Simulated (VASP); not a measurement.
# CaH (P6_3/mmc) in VASP: notebook

Runs on CaH. Level: PBE. Tasks: relaxation of cell and atoms, single point.

All numbers are computed with VASP 6.6.1; they aren't measurements. Logs are shortened: lines on timing, memory, paths and dates and some standing lists are left out, and cuts for length are marked.

### 1 The cell of the first run

It takes space group P6_3/mmc (No. 194, hexagonal). Conventional cell: a = 3.736 Å, b = 3.736 Å, c = 6.156 Å, α = 90.00°, β = 90.00°, γ = 120.00°. Ca (site symmetry -6m2) has 6 H at 2.65 Å within 3.5 Å. Within 3.5 Å of H (site symmetry -3m) lie 6 Ca at 2.65 Å and 2 H at 3.08 Å.

### 2 Relaxation of cell and atoms, PBE

File INCAR:

```
PREC = Accurate
ENCUT = 600
EDIFF = 1E-7
ISMEAR = 0
SIGMA = 0.1
LREAL = F
LASPH = T
NELM = 100
ALGO = Normal
ISIF = 3
LWAVE = F
LCHARG = F
GGA = PE
IBRION = 2
NSW = 100
EDIFFG = -0.01
```

File KPOINTS:

```
regular mesh
0
Gamma
  15 15 8
```

File POSCAR:

```
CaH
1.0
    3.7365000000      0.0000000000      0.0000000000
   -1.8682500000      3.2359039200      0.0000000000
    0.0000000000      0.0000000000      6.1562186400
Ca H
2 2
Direct
    0.3333333300      0.6666666700      0.7500000000
    0.6666666700      0.3333333300      0.2500000000
    0.0000000000      0.0000000000      0.0000000000
    0.0000000000      0.0000000000      0.5000000000
```

Potentials or basis: VASP PAW PBE potentials, release 64 (Ca_sv, H).

Launch:

```sh
$ cat potpaw_PBE.64/Ca_sv/POTCAR potpaw_PBE.64/H/POTCAR > POTCAR
$ mpirun -np 1 vasp_std > vasp.out
```

OUTCAR:

```text
PREC = Accurate
   ENCUT = 600
   EDIFF = 1E-7
   ISMEAR = 0
   LREAL = F
   LASPH = T
   NELM = 100
   ISIF = 3
   GGA = PE
   IBRION = 2
   NSW = 100
   EDIFFG = -0.01

 ion  position               nearest neighbor table
   1  0.333  0.667  0.750-
   2  0.667  0.333  0.250-
   3  0.000  0.000  0.000-
   4  0.000  0.000  0.500-

  LATTYP: Found a hexagonal cell.
 ALAT       =     3.7365000000
 C/A-ratio  =     1.6475896267

  Lattice vectors:

 A1 = (   3.7365000000,   0.0000000000,   0.0000000000)
 A2 = (  -1.8682500000,   3.2359039200,   0.0000000000)
 A3 = (   0.0000000000,   0.0000000000,   6.1562186400)

Analysis of symmetry for initial positions (statically):
=====================================================================
 Subroutine PRICEL returns:
 Original cell was already a primitive cell.

 Routine SETGRP: Setting up the symmetry group for a
 hexagonal supercell.

 Subroutine GETGRP returns: Found 24 space group operations
 (whereof 12 operations were pure point group operations)
 out of a pool of 24 trial point group operations.

The static configuration has the point symmetry D_3d.
 The point group associated with its full space group is D_6h.

Analysis of symmetry for dynamics (positions and initial velocities):
=====================================================================
 Subroutine PRICEL returns:
 Original cell was already a primitive cell.

 Routine SETGRP: Setting up the symmetry group for a
 hexagonal supercell.

 Subroutine GETGRP returns: Found 24 space group operations
 (whereof 12 operations were pure point group operations)
 out of a pool of 24 trial point group operations.

The dynamic configuration has the point symmetry D_3d.
 The point group associated with its full space group is D_6h.

 Subroutine INISYM returns: Found 24 space group operations
 (whereof 12 operations are pure point group operations),
 and found     1 'primitive' translations

----------------------------------------------------------------------------------------

                                     Primitive cell

  volume of cell :      74.4346

  direct lattice vectors                    reciprocal lattice vectors
     3.736500000  0.000000000  0.000000000     0.267630135  0.154516331  0.000000000
    -1.868250000  3.235903920  0.000000000     0.000000000  0.309032661  0.000000000
     0.000000000  0.000000000  6.156218640     0.000000000  0.000000000  0.162437376

  length of vectors
     3.736500000  3.736499999  6.156218640     0.309032661  0.309032661  0.162437376

  position of ions in fractional coordinates (direct lattice)
     0.333333330  0.666666670  0.750000000
     0.666666670  0.333333330  0.250000000
     0.000000000  0.000000000  0.000000000
     0.000000000  0.000000000  0.500000000

  ion indices of the primitive-cell ions
   primitive index   ion index
                 1           1
                 2           2
                 3           3
                 4           4

----------------------------------------------------------------------------------------

 KPOINTS: regular mesh

Automatic generation of k-mesh.
 Grid dimensions read from file:
 generate k-points for:   15   15    8

 Generating k-lattice:

  Cartesian coordinates                     Fractional coordinates (reciprocal lattice)
     0.017842009  0.010301089  0.000000000     0.066666667  0.000000000  0.000000000
     0.000000000  0.020602177  0.000000000     0.000000000  0.066666667  0.000000000
     0.000000000  0.000000000  0.020304672     0.000000000  0.000000000  0.125000000

  Length of vectors
     0.020602177  0.020602177  0.020304672

  Shift w.r.t. Gamma in fractional coordinates (k-lattice)
     0.000000000  0.000000000  0.000000000

 Subroutine IBZKPT returns following result:
 ===========================================

 Found    135 irreducible k-points:

 Following reciprocal coordinates:
            Coordinates               Weight
  0.000000  0.000000  0.000000      1.000000
  0.066667  0.000000  0.000000      6.000000
  0.133333 -0.000000  0.000000      6.000000
  0.200000  0.000000  0.000000      6.000000
  0.266667 -0.000000  0.000000      6.000000
  0.333333  0.000000  0.000000      6.000000
[... 16 lines left out ...]
  0.333333  0.200000  0.000000     12.000000
  0.400000  0.200000  0.000000      6.000000
 [... further k-points ...]
   k-points           NKPTS =    135   k-points in BZ     NKDIM =    135   number of bands    NBANDS=     15
   number of dos      NEDOS =    301   number of ions     NIONS =      4
   total plane-waves  NPLWV =  45000
   dimension x,y,z NGX =    30 NGY =   30 NGZ =   50
   dimension x,y,z NGXF=    60 NGYF=   60 NGZF=  100
   ions per type =               2   2
   NGX,Y,Z   is equivalent  to a cutoff of  13.35, 13.35, 13.50 a.u.
   NGXF,Y,Z  is equivalent  to a cutoff of  26.70, 26.70, 27.00 a.u.
 SYSTEM =  unknown system
   PREC   = accura    normal or accurate (medium, high low for compatibility)
   ISTART =      0    job   : 0-new  1-cont  2-samecut
   ICHARG =      2    charge: 1-file 2-atom 10-const
   ISPIN  =      1    spin polarized calculation?
   LNONCOLLINEAR =      F non collinear calculations
   LSORBIT =      F    spin-orbit coupling
   LASPH  =      T    aspherical Exc in radial PAW
   ENCUT  =  600.0 eV  44.10 Ry    6.64 a.u.   7.46  7.46 12.30*2*pi/ulx,y,z
   NELM   =    100;   NELMIN=  2; NELMDL= -5     # of ELM steps
   EDIFF  = 0.1E-06   stopping-criterion for ELM
   LREAL  =      F    real-space projection
   EDIFFG = -.1E-01   stopping-criterion for IOM
   NSW    =    100    number of steps for IOM
   IBRION =      2    ionic relax: 0-MD 1-quasi-New 2-CG
   NFREE  =      1    steps in history (QN), initial steepest desc. (CG)
   ISIF   =      3    stress and relaxation
   ISYM   =      2    0-nonsym 1-usesym 2-fastsym
   POTIM  = 0.5000    time-step for ionic-motion
   TEBEG  =    0.0;   TEEND  =   0.0 temperature during run
   PSTRESS=    0.0 pullay stress
   NELECT =      22.0000    total number of electrons
   NUPDOWN=      -1.0000    fix difference up-down
   EMIN   =  10.00;   EMAX   =-10.00  energy-range for DOS
   EFERMI =   0.00;   METHOD = LEGACY
   ISMEAR =     0;   SIGMA  =   0.10  broadening in eV -4-tet -1-fermi 0-gaus
   EFERMI_NEDOS =   21; number of points for ismear=-14 and -15
   IALGO  =     38    algorithm
   IMIX   =      4    mixing-type and parameters
     AMIX     =   0.40;   BMIX     =  1.00
     AMIX_MAG =   1.60;   BMIX_MAG =  1.00
  volume/ion in A,a.u.               =      18.61       125.58
  Fermi-wavevector in a.u.,A,eV,Ry     =   1.090496  2.060739 16.179804  1.189182
  Thomas-Fermi vector in A             =   2.226722
   LORBIT       =      0    0 simple, 1 ext, 2 COOP (PROOUT), +10 PAW based schemes
   GGA     = PE    functional components
   LHFCALC =     F    Hartree Fock is set to
   AEXX    =    0.0000 exact exchange contribution
   IVDW    =     0    specifies the selected vdW correction
   LEPSILON=     F    determine dielectric tensor
   LRPA    =     F    only Hartree local field effects (RPA)
 conjugate gradient relaxation of ions
 non-spin polarized calculation
 Gauss-broadening in eV      SIGMA  =   0.10
  energy-cutoff  :      600.00
  volume of cell :       74.43
 maximum number of plane-waves:      2539
 NGX is ok and might be reduce to    30
   NGX = 15   NGY = 15   NGZ = 25

--------------------------------------- Ionic step        1  -------------------------------------------

 number of electron      21.9999998 magnetization

 Free energy of the ion-electron system (eV)
  ---------------------------------------------------
  ext. energy  EPLUGINS =         0.00000000
  ---------------------------------------------------
  free energy    TOTEN  =       -11.50798155 eV

  energy without entropy =      -11.49441833  energy(sigma->0) =      -11.50119994

------------------------ aborting loop because EDIFF is reached ----------------------------------------

  FORCE on cell =-STRESS in cart. coord.  units (eV):
  Direction    XX          YY          ZZ          XY          YZ          ZX
  --------------------------------------------------------------------------------------
  -------------------------------------------------------------------------------------
  Total       -0.4644056     -0.4644056     -1.9270313      0.0000000     -0.0000000      0.0000000
  in kB       -9.9961650     -9.9961650    -41.4786585      0.0000000     -0.0000000      0.0000000
  external PRESSURE =     -20.4903295 kB  Pullay stress =       0.0000000 kB
[... 175 lines left out ...]
  energy  without entropy=      -11.5527065846  energy(sigma->0) =      -11.56002488

--------------------------------------- Ionic step        6  -------------------------------------------

 number of electron      21.9999999 magnetization

 Free energy of the ion-electron system (eV)
  ---------------------------------------------------
  ext. energy  EPLUGINS =         0.00000000
  ---------------------------------------------------
  free energy    TOTEN  =       -11.56799749 eV

  energy without entropy =      -11.55311555  energy(sigma->0) =      -11.56055652

 E-fermi :   3.3024     XC(G=0):  -8.8274

 val. band max:        3.2971905723   @ k =   0.3333   0.0000   0.0000
 cond. band min:       3.3046971132   @ k =   0.2667   0.2667   0.5000
 fundamental gap:      0.0075065409
 Fermi energy:         3.3023915678

 k-point     1 :       0.0000    0.0000    0.0000
  band No.  band energies     occupation
      1     -38.2793      2.00000
      2     -38.2379      2.00000
      3     -19.5016      2.00000
      4     -19.2026      2.00000
      5     -19.2026      2.00000
      6     -19.1773      2.00000
      7     -19.1560      2.00000
      8     -19.1560      2.00000
      9      -3.5293      2.00000
     10      -0.5853      2.00000
     11       1.9808      2.00000
     12       5.5226      0.00000
     13       5.5226      0.00000
     14       5.8627      0.00000
     15       6.1782      0.00000
[... 397 lines left out ...]
 k-point    24 :       0.4000    0.2000    0.0000
  band No.  band energies     occupation
      1     -38.2424      2.00000
      2     -38.2341      2.00000
      3     -19.3864      2.00000
      4     -19.3372      2.00000
      5     -19.3218      2.00000
      6     -19.2962      2.00000
      7     -19.2744      2.00000
      8     -19.2261      2.00000
      9      -1.4821      2.00000
     10      -0.4973      2.00000
     11       2.2202      2.00000
     12       3.2892      1.14780
     13       4.6362      0.00000
     14       4.8409      0.00000
     15       5.3426      0.00000

 [... further k-points ...]
[... 5 lines left out ...]
  --------------------------------------------------------------------------------------
  -------------------------------------------------------------------------------------
  Total        0.0033193      0.0033193      0.0003382      0.0000000      0.0000000      0.0000000
  in kB        0.0765118      0.0765118      0.0077957      0.0000000      0.0000000      0.0000000
  external PRESSURE =       0.0536065 kB  Pullay stress =       0.0000000 kB
[... 19 lines left out ...]
  FREE ENERGIE OF THE ION-ELECTRON SYSTEM (eV)
  ---------------------------------------------------
  free  energy   TOTEN  =       -11.5679974939 eV

  energy  without entropy=      -11.5531155541  energy(sigma->0) =      -11.56055652

 reached required accuracy - stopping structural energy minimisation
```

It used 1500 s of CPU time on 1 thread of AMD EPYC 7R13 Processor (Zen 3), on a shared host.

Results:

* Free energy: -11.5680 eV
* Relaxed volume: 17.38 Å³/atom
* Relaxed cell: a = 3.719 Å, b = 3.719 Å, c = 5.803 Å, α = 90.00°, β = 90.00°, γ = 120.00°
* Space group after relaxing (to 0.05 Å): P6_3/mmc (No. 194)
* Energy gained by relaxing: 15.0 meV/atom
* Ionic steps: 6
* Pressure after relaxing: 0.0 GPa
* Band gap on the k mesh: zero (band 11 reaches 4.36 eV, above the bottom of band 12 at 2.79 eV)

The path:
| step | energy change (eV) | largest force (eV/Å) | pressure (GPa) | volume (Å³) |
| --- | --- | --- | --- | --- |
| 1 | 0.0000 | 0.0000 | -2.05 | 74.43 |
| 2 | -0.0397 | 0.0000 | -1.06 | 71.89 |
| 3 | -0.0569 | 0.0000 | 0.07 | 69.41 |
| 4 | -0.0574 | 0.0000 | 0.34 | 68.88 |
| 5 | -0.0594 | 0.0000 | 0.17 | 69.20 |
| 6 | -0.0600 | 0.0000 | 0.01 | 69.51 |

Final structure:
```yaml
crystal:
  lattice:
    - [3.71901, 0.00000, 0.00000]
    - [-1.85951, 3.22076, 0.00000]
    - [0.00000, 0.00000, 5.80289]
  atoms:
    - { symbol: Ca, position: [0.33333, 0.66667, 0.75000] }
    - { symbol: Ca, position: [0.66667, 0.33333, 0.25000] }
    - { symbol: H, position: [0.00000, 0.00000, 0.00000] }
    - { symbol: H, position: [0.00000, 0.00000, 0.50000] }
```

### 3 Single point, PBE

This run uses another cell than the first one, of 17.33 Å³/atom, 0.931 times its volume.

File INCAR:

```
SYSTEM = CaH
PREC = Accurate
ENCUT = 520
EDIFF = 1E-6
ISMEAR = 0
SIGMA = 0.1
LREAL = .FALSE.
LASPH = .TRUE.
NELM = 100
ALGO = Normal
ISIF = 2
LWAVE = .FALSE.
LCHARG = .FALSE.
GGA = PE
NBANDS = 19
```

File KPOINTS:

```
regular mesh
0
G
  15 15 8
  0 0 0
```

File POSCAR:

```
CaH
1.0
    3.7157498310      0.0000000000      0.0000000000
   -1.8578749155      3.2179337477      0.0000000000
    0.0000000000      0.0000000000      5.7979428563
Ca H
2 2
Direct
    0.3333333333      0.6666666667      0.7500000000
    0.6666666667      0.3333333333      0.2500000000
    0.0000000000      0.0000000000      0.0000000000
    0.0000000000      0.0000000000      0.5000000000
```

Potentials or basis: VASP PAW PBE potentials, release 64 (Ca_sv, H).

Launch:

```sh
$ cat potpaw_PBE.64/Ca_sv/POTCAR potpaw_PBE.64/H/POTCAR > POTCAR
$ mpirun -np 1 vasp_std > vasp.out
```

Wall time 5.3 min (1 thread of AMD EPYC 7R13 (Zen 3), shared host); peak memory 0.26 GiB.

The run converged. Its results:

- Free energy: -11.5669 eV
- Pressure: 0.0 GPa
- Band gap on the k mesh: zero (band 11 reaches 4.37 eV, above the bottom of band 12 at 2.80 eV)

Levels at points of the mesh, in eV from the Fermi level:
| k point | band 7 | band 8 | band 9 | band 10 | band 11 | band 12 | band 13 | band 14 | band 15 | band 16 |
| --- | --- | --- | --- | --- | --- | --- | --- | --- | --- | --- |
| (0.00, 0.00, 0.00) | -22.45 | -22.45 | -6.84 | -3.89 | -1.32 | 2.22 | 2.22 | 2.56 | 2.88 | 2.88 |
| (0.00, 0.00, 0.50) | -22.48 | -22.48 | -5.74 | -5.74 | 1.06 | 1.06 | 2.23 | 2.23 | 2.23 | 2.23 |
